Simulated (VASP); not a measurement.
# HCl in VASP: notebook

The runs below take HCl through single point, with PBE+D3(BJ).

All numbers are computed with VASP 6.6.1; they aren't measurements. Logs are shortened: lines on timing, memory, paths and dates and some standing lists are left out, and cuts for length are marked.

## 1. The cell of the first run

The cell holds an amorphous packing of atoms, 24 atoms: a = 8.197 Å, b = 8.197 Å, c = 8.197 Å, α = 90.00°, β = 90.00°, γ = 90.00°.

## 2. Single point, PBE+D3(BJ)

File INCAR:

```
SYSTEM = HCl
PREC     = Accurate       ! precision mode
ENCUT    = 910            ! plane-wave cutoff, eV
EDIFF    = 1E-6           ! SCF threshold, eV
ISMEAR   = -1             ! smearing method
SIGMA    = 0.02           ! smearing width, eV
LREAL    = Auto         
LASPH    = .True.         ! aspherical terms in the spheres
NELM     = 120            ! most SCF steps
ALGO     = Normal         ! electronic algorithm
ISIF     = 2              ! what is computed and relaxed
LWAVE    = .False.        ! write WAVECAR
LCHARG   = .False.        ! write CHGCAR
GGA      = PE             ! functional
IVDW     = 12             ! dispersion correction
NBANDS   = 66             ! bands
GGA_COMPAT= .False.
```

File KPOINTS:

```
Automatic mesh
0
Gamma
  1 1 1
  0 0 0
```

File POSCAR:

```
HCl
1.0
    8.1971830000      0.0000000000      0.0000000000
    0.0000000000      8.1971830000      0.0000000000
    0.0000000000      0.0000000000      8.1971830000
Cl H
12 12
Direct
    0.6082065372      0.8628996927      0.3023121716
    0.0240809982      0.1009182950      0.0678773986
    0.0144543837      1.0248258465      0.5726530299
    0.3401270024      0.2113807019      0.3031636992
    0.4077738223      0.9605123257      0.7052974688
    0.4917875470      0.4980758476      0.6252477795
    0.7986291428      0.3553003081      0.3056535072
    0.9829049172      0.4008787122      0.7351245819
    0.1613654176      0.6616742393      0.4138882259
    0.9059564400      0.6755950119      0.0754965252
    0.5898968720      0.2269381768      0.9667257708
    0.3673073607      0.6370356095      0.0271524435
    0.7319712289      0.8096441018      0.2148931860
    0.1521828430      0.1383874922      0.1617439396
    0.0552549971      0.8815890979      0.5119122579
    0.4383726954      0.2159744069      0.1746387058
    0.2590007946      1.0131486644      0.6731013906
    0.4776656506      0.5590097123      0.7717448397
    0.8817778872      0.2513064165      0.2125620089
    1.0373076796      0.4828525652      0.6091736999
    0.0706727942      0.6741458557      0.2814847964
    0.8529307908      0.5404606963      0.1505854581
    0.5065569756      0.1359610367      0.8622322847
    0.4555216217      0.7241131866      0.1293609302
```

Potentials or basis: VASP PAW PBE potentials, release 64 (Cl, H_h).

Launch:

```bash
$ cat potpaw_PBE.64/Cl/POTCAR potpaw_PBE.64/H_h/POTCAR > POTCAR
$ mpirun -np 1 vasp_gam > vasp.out
```

OUTCAR:

```text
SYSTEM = HCl
   PREC = Accurate
   ENCUT = 910
   EDIFF = 1E-6
   ISMEAR = -1
   LREAL = Auto
   LASPH = .True.
   NELM = 120
   ISIF = 2
   GGA = PE
   IVDW = 12
 IVDW          = 12

 ion  position               nearest neighbor table
   1  0.608  0.863  0.302-  13 1.32
   2  0.024  0.101  0.068-  14 1.34
   3  0.014  0.025  0.573-  15 1.32
   4  0.340  0.211  0.303-  16 1.33
   5  0.408  0.961  0.705-  17 1.32
   6  0.492  0.498  0.625-  18 1.31
[... 16 lines left out ...]
  23  0.507  0.136  0.862-  11 1.33
  24  0.456  0.724  0.129-  12 1.32

  LATTYP: Found a simple cubic cell.
 ALAT       =     8.1971830000

  Lattice vectors:

 A1 = (   8.1971830000,   0.0000000000,   0.0000000000)
 A2 = (   0.0000000000,   8.1971830000,   0.0000000000)
 A3 = (   0.0000000000,   0.0000000000,   8.1971830000)

Analysis of symmetry for initial positions (statically):
=====================================================================
 Subroutine PRICEL returns:
 Original cell was already a primitive cell.

 Routine SETGRP: Setting up the symmetry group for a
 simple cubic supercell.

 Subroutine GETGRP returns: Found  1 space group operations
 (whereof  1 operations were pure point group operations)
 out of a pool of 48 trial point group operations.

The static configuration has the point symmetry C_1 .

Analysis of symmetry for dynamics (positions and initial velocities):
=====================================================================
 Subroutine PRICEL returns:
 Original cell was already a primitive cell.

 Routine SETGRP: Setting up the symmetry group for a
 simple cubic supercell.

 Subroutine GETGRP returns: Found  1 space group operations
 (whereof  1 operations were pure point group operations)
 out of a pool of 48 trial point group operations.

The dynamic configuration has the point symmetry C_1 .

 Subroutine INISYM returns: Found  1 space group operations
 (whereof  1 operations are pure point group operations),
 and found     1 'primitive' translations

----------------------------------------------------------------------------------------

                                     Primitive cell

  volume of cell :     550.7999

  direct lattice vectors                    reciprocal lattice vectors
     8.197183000  0.000000000  0.000000000     0.121993129  0.000000000  0.000000000
[... 110 lines left out ...]
   IBRION =     -1    ionic relax: 0-MD 1-quasi-New 2-CG
   NFREE  =      0    steps in history (QN), initial steepest desc. (CG)
   ISIF   =      2    stress and relaxation
   ISYM   =      2    0-nonsym 1-usesym 2-fastsym
   POTIM  = 0.5000    time-step for ionic-motion
   TEBEG  =    0.0;   TEEND  =   0.0 temperature during run
   PSTRESS=    0.0 pullay stress
   NELECT =      96.0000    total number of electrons
   NUPDOWN=      -1.0000    fix difference up-down
   EMIN   =  10.00;   EMAX   =-10.00  energy-range for DOS
   EFERMI =   0.00;   METHOD = LEGACY
   ISMEAR =    -1;   SIGMA  =   0.02  broadening in eV -4-tet -1-fermi 0-gaus
   EFERMI_NEDOS =   21; number of points for ismear=-14 and -15
   IALGO  =     38    algorithm
   IMIX   =      4    mixing-type and parameters
     AMIX     =   0.40;   BMIX     =  1.00
     AMIX_MAG =   1.60;   BMIX_MAG =  1.00
  volume/ion in A,a.u.               =      22.95       154.87
  Fermi-wavevector in a.u.,A,eV,Ry     =   0.914465  1.728089 11.377831  0.836247
  Thomas-Fermi vector in A             =   2.039095
   LORBIT       =      0    0 simple, 1 ext, 2 COOP (PROOUT), +10 PAW based schemes
   GGA     = PE    functional components
   LHFCALC =     F    Hartree Fock is set to
   AEXX    =    0.0000 exact exchange contribution
   IVDW    =    12    specifies the selected vdW correction
   LEPSILON=     F    determine dielectric tensor
   LRPA    =     F    only Hartree local field effects (RPA)
 non-spin polarized calculation
  energy-cutoff  :      910.00
  volume of cell :      550.80
 maximum number of plane-waves:     17229
 NGX is ok and might be reduce to    84
   NGX = 41   NGY = 41   NGZ = 41

 number of electron      96.0000000 magnetization

 Free energy of the ion-electron system (eV)
  ---------------------------------------------------
  ext. energy  EPLUGINS =         0.00000000
  ---------------------------------------------------
  free energy    TOTEN  =       -74.32432889 eV

  energy without entropy =      -74.32432889  energy(sigma->0) =      -74.32432889

 E-fermi :  -2.4800     XC(G=0):  -6.4555

 val. band max:       -2.9878809452   @ k =   0.0000   0.0000   0.0000
 cond. band min:       2.5619968721   @ k =   0.0000   0.0000   0.0000
 fundamental gap:      5.5498778173
 Fermi energy:        -2.4799920692

 k-point     1 :       0.0000    0.0000    0.0000
  band No.  band energies     occupation
      1     -17.6522      2.00000
      2     -17.3274      2.00000
      3     -17.2764      2.00000
      4     -17.0858      2.00000
      5     -17.0172      2.00000
      6     -16.8802      2.00000
[... 52 lines left out ...]
     59       4.5616      0.00000
     60       4.6765      0.00000
 [bands above 60 left out]

------------------------ aborting loop because EDIFF is reached ----------------------------------------

 Edisp (eV)   -1.67013

 E8    (eV) :    -0.5001

  FORCE on cell =-STRESS in cart. coord.  units (eV):
  Direction    XX          YY          ZZ          XY          YZ          ZX
  --------------------------------------------------------------------------------------
  -------------------------------------------------------------------------------------
  Total       0.33793     0.39285    -0.47932    -0.24522     0.09419     0.27219
  in kB       0.98298     1.14274    -1.39426    -0.71329     0.27399     0.79176
  external pressure =        0.24 kB  Pullay stress =        0.00 kB

 VOLUME and BASIS-vectors are now :
 -----------------------------------------------------------------------------
  energy-cutoff  :      910.00
  volume of cell :      550.80
      direct lattice vectors                 reciprocal lattice vectors
     8.197183000  0.000000000  0.000000000     0.121993129  0.000000000  0.000000000
     0.000000000  8.197183000  0.000000000     0.000000000  0.121993129  0.000000000
     0.000000000  0.000000000  8.197183000     0.000000000  0.000000000  0.121993129

 POSITION                                       TOTAL-FORCE (eV/Angst)
 -----------------------------------------------------------------------------------
      4.98558      7.07335      2.47811         0.118365     -0.045454     -0.079986
      0.19740      0.82725      0.55640         0.082622      0.022553      0.075763
      0.11849      0.20350      4.69414         0.024343     -0.177955     -0.087310
      2.78808      1.73273      2.48509         0.071311      0.015802     -0.087882
      3.34260      7.87350      5.78145        -0.162220      0.054084     -0.033419
      4.03127      4.08282      5.12527        -0.009639      0.114956      0.211340
[... 16 lines left out ...]
      4.15234      1.11450      7.06788         0.069032      0.072864      0.077293
      3.73399      5.93569      1.06040        -0.083720     -0.091794     -0.112393
 -----------------------------------------------------------------------------------
    total drift:                                0.003385     -0.003302      0.000485

  FREE ENERGIE OF THE ION-ELECTRON SYSTEM (eV)
  ---------------------------------------------------
  free  energy   TOTEN  =       -75.9944548942 eV

  energy  without entropy=      -75.9944548942  energy(sigma->0) =      -75.99445489
```

It took 1.8 min on 1 thread of Intel Xeon Platinum 8559C (Emerald Rapids), shared host; peak memory 0.93 GiB.

What came out:

| Property | Result |
| --- | --- |
| Free energy | -75.9945 eV |
| Pressure | 0.0 GPa |
| Largest force | 0.445 eV/Å |
| Band gap on the k mesh | 5.55 eV |
| Dispersion energy per atom | -0.070 eV |

Forces on the atoms (eV/Å):
```
Cl   0.118 -0.045 -0.080
Cl   0.083  0.023  0.076
Cl   0.024 -0.178 -0.087
Cl   0.071  0.016 -0.088
Cl  -0.162  0.054 -0.033
Cl  -0.010  0.115  0.211
Cl   0.046 -0.078 -0.054
Cl   0.195  0.240 -0.320
Cl  -0.044  0.011 -0.127
Cl  -0.013 -0.099  0.042
Cl  -0.052 -0.089 -0.075
Cl   0.066  0.076  0.114
H   -0.136  0.056  0.090
H   -0.102 -0.024 -0.074
H   -0.057  0.175  0.064
H   -0.077 -0.001  0.086
H    0.140 -0.047  0.038
H    0.045 -0.101 -0.238
H   -0.053  0.057  0.077
H   -0.161 -0.225  0.343
H    0.068 -0.016  0.115
H    0.025  0.102 -0.044
H    0.069  0.073  0.077
H   -0.084 -0.092 -0.112
```

Stress tensor (GPa, compression positive):
```
 0.10 -0.07  0.08
-0.07  0.11  0.03
 0.08  0.03 -0.14
```

Levels at points of the mesh, in eV from the valence-band top:
```tsv
k point	band 44	band 45	band 46	band 47	band 48	band 49	band 50	band 51	band 52	band 53
(0.00, 0.00, 0.00)	-0.40	-0.33	-0.22	-0.04	0.00	5.55	6.65	6.81	6.87	6.99
```

Caveat: the k points lie up to 0.77 Å⁻¹ apart.

## 3. Single point, PBE+D3(BJ)

File INCAR:

```
PREC = Accurate
ENCUT = 910
EDIFF = 1E-6
ISMEAR = -1
SIGMA = 0.02
LREAL = Auto
LASPH = True
NELM = 120
ALGO = Normal
ISIF = 2
LWAVE = False
LCHARG = False
GGA = PE
IVDW = 12
NBANDS = 66
GGA_COMPAT = False
```

File KPOINTS:

```
Automatic mesh
0
Gamma
  1 1 1
```

File POSCAR:

```
HCl
1.0
    8.1971830000      0.0000000000      0.0000000000
    0.0000000000      8.1971830000      0.0000000000
    0.0000000000      0.0000000000      8.1971830000
Cl H
12 12
Direct
    0.5910323095      0.8524025876      0.2751067043
   -0.0043307561      0.0987656369      0.0604841932
    0.0356951894      1.0625113530      0.5956558491
    0.3471680454      0.1762068750      0.2921247458
    0.4194245755      0.9591953724      0.6990694242
    0.4953530987      0.5040146109      0.6014139248
    0.8022268138      0.3613802449      0.3328338528
    1.0050403901      0.3976366027      0.7496721740
    0.1558096239      0.6586043035      0.4483979435
    0.8978572273      0.6700838569      0.0952400355
    0.5767225155      0.2038139200      0.9684058536
    0.3933302453      0.6278498357      0.0361099661
    0.7334836858      0.7938458858      0.2100233702
    0.1489048128      0.1023156370      0.1080127161
    0.0744036091      0.9266964029      0.5263759513
    0.4585965691      0.2458649514      0.1971774938
    0.2673235427      1.0078828300      0.6974713142
    0.5254366043      0.3766049873      0.7088044759
    0.8584656461      0.2498907247      0.2288957072
    1.0539596347      0.4411637510      0.6083309352
    0.1161618571      0.6082699386      0.3047998318
    0.8669075706      0.5509331681      0.1981412395
    0.4701249197      0.1197118571      0.8667611788
    0.4830927893      0.7182589433      0.1388159811
```

Potentials or basis: VASP PAW PBE potentials, release 64 (Cl, H_h).

Launch:

```bash
$ cat potpaw_PBE.64/Cl/POTCAR potpaw_PBE.64/H_h/POTCAR > POTCAR
$ mpirun -np 1 vasp_gam > vasp.out
```

Wall time 4 min (1 thread of AMD EPYC 7R43 (Zen 3), shared host); peak memory 0.9 GiB.

It converged, with:

```yaml
Free_energy: -74.9946 eV
Pressure: 0.4 GPa
Largest_force: 2.271 eV/Å
Band_gap_on_the_k_mesh: 5.04 eV
Dispersion_energy_per_atom: -0.070 eV
```

Forces on the atoms (eV/Å):
```
Cl   1.154  0.269  0.373
Cl   0.158 -0.140 -0.080
Cl  -0.058 -0.060 -0.010
Cl   0.070  0.413 -0.036
Cl  -0.010 -0.099  0.101
Cl   0.494 -1.731  1.385
Cl  -0.030 -0.522 -0.110
Cl  -0.202  0.025  0.620
Cl   0.062  0.055  0.063
Cl   0.346  0.323 -0.337
Cl  -0.378 -0.114 -0.959
Cl  -0.240 -0.239 -0.164
H   -0.707  0.219  0.254
H   -0.226  0.156  0.195
H   -0.101 -0.315 -0.248
H   -0.563 -0.401  0.234
H   -0.118  0.056 -0.145
H   -0.278  1.696 -1.257
H    0.078  0.342  0.270
H    0.167  0.213 -0.366
H    0.048  0.167 -0.200
H   -0.213 -0.343  0.038
H    0.924  0.288  0.677
H   -0.379 -0.258 -0.297
```

Stress tensor (GPa, compression positive):
```
 0.31  0.16 -0.01
 0.16  0.37  0.41
-0.01  0.41  0.60
```

Levels at points of the mesh, in eV from the valence-band top:
```
           k point  band 46  band 47  band 48  band 49  band 50  band 51
(0.00, 0.00, 0.00)    -0.27    -0.08     0.00     5.04     6.01     6.05
```

Caveat: the k points lie up to 0.77 Å⁻¹ apart.
